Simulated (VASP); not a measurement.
# C (R-3m) in VASP: a series of runs, part 2 of 2

VASP 6.6.1. The steps go on from the part before.

## (5) Single point, PBE+D3(BJ) (mode 4 frozen in at +0.024 Å and mode 6 at +0.000 Å (largest displacements))

The input, INCAR:

```
ALGO = Normal
EDIFF = 1E-7
ENCUT = 520
GGA = PE
ISIF = 2
ISMEAR = 0
IVDW = 12
LASPH = T
LCHARG = F
LREAL = F
LWAVE = F
NBANDS = 11
NELM = 60
PREC = Accurate
SIGMA = 0.05
```

The input, KPOINTS:

```
k-points
0
Gamma
  15 15 15
```

The input, POSCAR:

```
C
1.0
    1.2324809262      0.7115731945      3.3609366220
   -1.2324809262      0.7115731945      3.3609366220
    0.0000000000     -1.4231463891      3.3609366220
C
2
Direct
    0.1689461531      0.1689461531      0.1689461531
    0.8310538469      0.8310538469      0.8310538469
```

On the command line:

```bash
$ cat potpaw_PBE.64/C/POTCAR > POTCAR
$ mpirun -np 1 vasp_std > vasp.out
```

Wall time 73 s (1 thread of AMD EPYC 7R13, shared host); peak memory 0.2 GiB.

The run converged. Its results:

* Free energy: -18.7168 eV
* Pressure: 0.4 GPa
* Largest force: 0.782 eV/Å
* Band gap on the k mesh: 0.58 eV, direct
* Dispersion energy per atom: -0.156 eV

Forces on the atoms (eV/Å):
```
C    0.000  0.000 -0.782
C    0.000  0.000  0.782
```

Stress tensor (GPa, compression positive):
```
 0.69  0.00  0.00
 0.00  0.69  0.00
 0.00  0.00 -0.33
```

Levels at points of the mesh, in eV from the valence-band top:
```csv
k point,band 1,band 2,band 3,band 4,band 5,band 6,band 7,band 8,band 9
"(0.00, 0.00, 0.00)",-19.35,-6.26,-2.69,-2.69,4.51,8.67,8.67,11.70,12.93
```

Caveat: the cell differs from its parent crystal (mode 4 frozen in at +0.024 Å and mode 6 at +0.000 Å (largest displacements)). A k mesh can miss the band edges.

## (6) Single point, PBE+D3(BJ)

The input, INCAR:

```
ALGO     = Normal         # electronic algorithm
EDIFF    = 1E-6           # SCF threshold, eV
ENCUT    = 520            # plane-wave cutoff, eV
GGA      = PE             # functional
ISIF     = 2              # what is computed and relaxed
ISMEAR   = 0              # smearing method
IVDW     = 12             # dispersion correction
LASPH    = T              # aspherical terms in the spheres
LCHARG   = T              # write CHGCAR
LELF     = T              # ELF
LREAL    = F              # projectors in reciprocal space
LVHAR    = T            
LWAVE    = F              # write WAVECAR
NBANDS   = 11             # bands
NELM     = 80             # most SCF steps
PREC     = Accurate       # precision mode
SIGMA    = 0.05           # smearing width, eV
```

KPOINTS is that of step 5.

The input, POSCAR:

```
C
1.0
    1.2324809262      0.7115731945      3.3609366220
   -1.2324809262      0.7115731945      3.3609366220
    0.0000000000     -1.4231463891      3.3609366220
C
2
Direct
    0.1665956179      0.1665956179      0.1665956179
    0.8334043821      0.8334043821      0.8334043821
```

Potentials or basis: VASP PAW PBE potentials, release 64 (C).

On the command line:

```bash
$ cat potpaw_PBE.64/C/POTCAR > POTCAR
$ mpirun -np 1 vasp_std > vasp.out
```

OUTCAR:

```text
EDIFF = 1E-6
   ENCUT = 520
   GGA = PE
   ISIF = 2
   ISMEAR = 0
   IVDW = 12
   LASPH = T
   LREAL = F
   NELM = 80
   PREC = Accurate
 IVDW          = 12

 ion  position               nearest neighbor table
   1  0.167  0.167  0.167-   2 1.42   2 1.42   2 1.42
   2  0.833  0.833  0.833-   1 1.42   1 1.42   1 1.42

  LATTYP: Found a trigonal (rhomboedric) cell.
 ALAT       =     3.6498274783
 COS(alpha) =     0.7719417768

  Lattice vectors:

 A1 = (   1.2324809262,   0.7115731945,   3.3609366220)
 A2 = (  -1.2324809262,   0.7115731945,   3.3609366220)
 A3 = (   0.0000000000,  -1.4231463891,   3.3609366220)

Analysis of symmetry for initial positions (statically):
=====================================================================
 Subroutine PRICEL returns:
 Original cell was already a primitive cell.

 Routine SETGRP: Setting up the symmetry group for a
 trigonal (rhombohedral) supercell.

 Subroutine GETGRP returns: Found 12 space group operations
 (whereof 12 operations were pure point group operations)
 out of a pool of 12 trial point group operations.

The static configuration has the point symmetry D_3d.

Analysis of symmetry for dynamics (positions and initial velocities):
=====================================================================
 Subroutine PRICEL returns:
 Original cell was already a primitive cell.

 Routine SETGRP: Setting up the symmetry group for a
 trigonal (rhombohedral) supercell.

 Subroutine GETGRP returns: Found 12 space group operations
 (whereof 12 operations were pure point group operations)
 out of a pool of 12 trial point group operations.

The dynamic configuration has the point symmetry D_3d.

 Subroutine INISYM returns: Found 12 space group operations
 (whereof 12 operations are pure point group operations),
 and found     1 'primitive' translations

----------------------------------------------------------------------------------------

                                     Primitive cell

  volume of cell :      17.6853

  direct lattice vectors                    reciprocal lattice vectors
     1.232480926  0.711573195  3.360936622     0.405685791  0.234222801  0.099178702
    -1.232480926  0.711573195  3.360936622    -0.405685791  0.234222801  0.099178702
     0.000000000 -1.423146389  3.360936622     0.000000000 -0.468445602  0.099178702

  length of vectors
     3.649827478  3.649827478  3.649827478     0.478829507  0.478829507  0.478829507

  position of ions in fractional coordinates (direct lattice)
     0.166595618  0.166595618  0.166595618
     0.833404382  0.833404382  0.833404382

  ion indices of the primitive-cell ions
   primitive index   ion index
                 1           1
                 2           2

----------------------------------------------------------------------------------------

 KPOINTS: k-points

Automatic generation of k-mesh.
 Grid dimensions read from file:
 generate k-points for:   15   15   15

 Generating k-lattice:

  Cartesian coordinates                     Fractional coordinates (reciprocal lattice)
     0.027045719  0.015614853  0.006611913     0.066666667  0.000000000  0.000000000
    -0.027045719  0.015614853  0.006611913     0.000000000  0.066666667  0.000000000
     0.000000000 -0.031229707  0.006611913    -0.000000000 -0.000000000  0.066666667

  Length of vectors
[... 38 lines left out ...]
   number of dos      NEDOS =    301   number of ions     NIONS =      2
   total plane-waves  NPLWV =  21952
   dimension x,y,z NGX =    28 NGY =   28 NGZ =   28
   dimension x,y,z NGXF=    56 NGYF=   56 NGZF=   56
   ions per type =               2
   NGX,Y,Z   is equivalent  to a cutoff of  12.75, 12.75, 12.75 a.u.
   NGXF,Y,Z  is equivalent  to a cutoff of  25.51, 25.51, 25.51 a.u.
 SYSTEM =  unknown system
   PREC   = accura    normal or accurate (medium, high low for compatibility)
   ISTART =      0    job   : 0-new  1-cont  2-samecut
   ICHARG =      2    charge: 1-file 2-atom 10-const
   ISPIN  =      1    spin polarized calculation?
   LNONCOLLINEAR =      F non collinear calculations
   LSORBIT =      F    spin-orbit coupling
   LASPH  =      T    aspherical Exc in radial PAW
   ENCUT  =  520.0 eV  38.22 Ry    6.18 a.u.   6.79  6.79  6.79*2*pi/ulx,y,z
   NELM   =     80;   NELMIN=  2; NELMDL= -5     # of ELM steps
   EDIFF  = 0.1E-05   stopping-criterion for ELM
   LREAL  =      F    real-space projection
   EDIFFG = 0.1E-04   stopping-criterion for IOM
   NSW    =      0    number of steps for IOM
   IBRION =     -1    ionic relax: 0-MD 1-quasi-New 2-CG
   NFREE  =      0    steps in history (QN), initial steepest desc. (CG)
   ISIF   =      2    stress and relaxation
   ISYM   =      2    0-nonsym 1-usesym 2-fastsym
   POTIM  = 0.5000    time-step for ionic-motion
   TEBEG  =    0.0;   TEEND  =   0.0 temperature during run
   PSTRESS=    0.0 pullay stress
   NELECT =       8.0000    total number of electrons
   NUPDOWN=      -1.0000    fix difference up-down
   EMIN   =  10.00;   EMAX   =-10.00  energy-range for DOS
   EFERMI =   0.00;   METHOD = LEGACY
   ISMEAR =     0;   SIGMA  =   0.05  broadening in eV -4-tet -1-fermi 0-gaus
   EFERMI_NEDOS =   21; number of points for ismear=-14 and -15
   IALGO  =     38    algorithm
   IMIX   =      4    mixing-type and parameters
     AMIX     =   0.40;   BMIX     =  1.00
     AMIX_MAG =   1.60;   BMIX_MAG =  1.00
  volume/ion in A,a.u.               =       8.84        59.67
  Fermi-wavevector in a.u.,A,eV,Ry     =   1.256708  2.374834 21.487884  1.579315
  Thomas-Fermi vector in A             =   2.390403
   LORBIT       =      0    0 simple, 1 ext, 2 COOP (PROOUT), +10 PAW based schemes
   GGA     = PE    functional components
   LHFCALC =     F    Hartree Fock is set to
   AEXX    =    0.0000 exact exchange contribution
   IVDW    =    12    specifies the selected vdW correction
   LEPSILON=     F    determine dielectric tensor
   LRPA    =     F    only Hartree local field effects (RPA)
 non-spin polarized calculation
 Gauss-broadening in eV      SIGMA  =   0.05
  energy-cutoff  :      520.00
  volume of cell :       17.69
 maximum number of plane-waves:       490
   NGX = 13   NGY = 13   NGZ = 13

 number of electron       8.0000000 magnetization

 Free energy of the ion-electron system (eV)
  ---------------------------------------------------
  ext. energy  EPLUGINS =         0.00000000
  ---------------------------------------------------
  free energy    TOTEN  =       -18.42322584 eV

  energy without entropy =      -18.42322584  energy(sigma->0) =      -18.42322584

 E-fermi :   4.6849     XC(G=0): -10.3119

 val. band max:        4.3427548577   @ k =  -0.3333   0.3333   0.0000
 cond. band min:       4.9909053523   @ k =  -0.3333   0.3333   0.0000
 fundamental gap:      0.6481504946
 Fermi energy:         4.6849056933

 k-point     1 :       0.0000    0.0000    0.0000
  band No.  band energies     occupation
      1     -14.9883      2.00000
      2      -1.8944      2.00000
      3       1.6627      2.00000
      4       1.6627      2.00000
      5       8.9327      0.00000
      6      13.0350      0.00000
      7      13.0350      0.00000
      8      16.0224      0.00000
      9      17.3112      0.00000
     10      27.3980      0.00000
     11      30.3178      0.00000
[... 309 lines left out ...]
 k-point    24 :       0.2000    0.1333   -0.0000
  band No.  band energies     occupation
      1     -14.2169      2.00000
      2      -1.3255      2.00000
      3      -0.7186      2.00000
      4       0.2621      2.00000
      5      10.4002      0.00000
      6      13.3565      0.00000
      7      13.7189      0.00000
      8      15.3500      0.00000
      9      18.9393      0.00000
     10      25.3879      0.00000
     11      29.1640      0.00000

 [... further k-points ...]

------------------------ aborting loop because EDIFF is reached ----------------------------------------

 Edisp (eV)   -0.31202

 E8    (eV) :    -0.0884

  FORCE on cell =-STRESS in cart. coord.  units (eV):
  Direction    XX          YY          ZZ          XY          YZ          ZX
  --------------------------------------------------------------------------------------
  -------------------------------------------------------------------------------------
  Total       0.07972     0.07972    -0.01083     0.00000     0.00000     0.00000
  in kB       7.22254     7.22254    -0.98136     0.00000     0.00000     0.00000
  external pressure =        4.49 kB  Pullay stress =        0.00 kB

 VOLUME and BASIS-vectors are now :
 -----------------------------------------------------------------------------
  energy-cutoff  :      520.00
  volume of cell :       17.69
      direct lattice vectors                 reciprocal lattice vectors
     1.232480926  0.711573195  3.360936622     0.405685791  0.234222801  0.099178702
    -1.232480926  0.711573195  3.360936622    -0.405685791  0.234222801  0.099178702
     0.000000000 -1.423146389  3.360936622     0.000000000 -0.468445602  0.099178702

 POSITION                                       TOTAL-FORCE (eV/Angst)
 -----------------------------------------------------------------------------------
      0.00000     -0.00000      1.67975         0.000000     -0.000000      0.002479
      0.00000     -0.00000      8.40306         0.000000      0.000000     -0.002479
 -----------------------------------------------------------------------------------
    total drift:                               -0.000000     -0.000000      0.000000

  FREE ENERGIE OF THE ION-ELECTRON SYSTEM (eV)
  ---------------------------------------------------
  free  energy   TOTEN  =       -18.7352465005 eV

  energy  without entropy=      -18.7352465005  energy(sigma->0) =      -18.73524650
```

Run time: 59 s. Hardware: 1 thread of AMD EPYC 7R13, shared host; peak memory 0.2 GiB.

Results:

- Free energy: -18.7352 eV
- Pressure: 0.4 GPa
- Band gap on the k mesh: 0.65 eV, direct
- Dispersion energy per atom: -0.156 eV

Forces in eV/Å, atoms in the order of the input:
```
C    0.000  0.000  0.002
C    0.000  0.000 -0.002
```

Stress tensor (GPa, compression positive):
```
 0.72  0.00  0.00
 0.00  0.72  0.00
 0.00  0.00 -0.10
```

Levels at points of the mesh, in eV from the valence-band top:
```
           k point  band 1  band 2  band 3  band 4  band 5  band 6  band 7  band 8
(0.00, 0.00, 0.00)  -19.33   -6.24   -2.68   -2.68    4.59    8.69    8.69   11.68
```
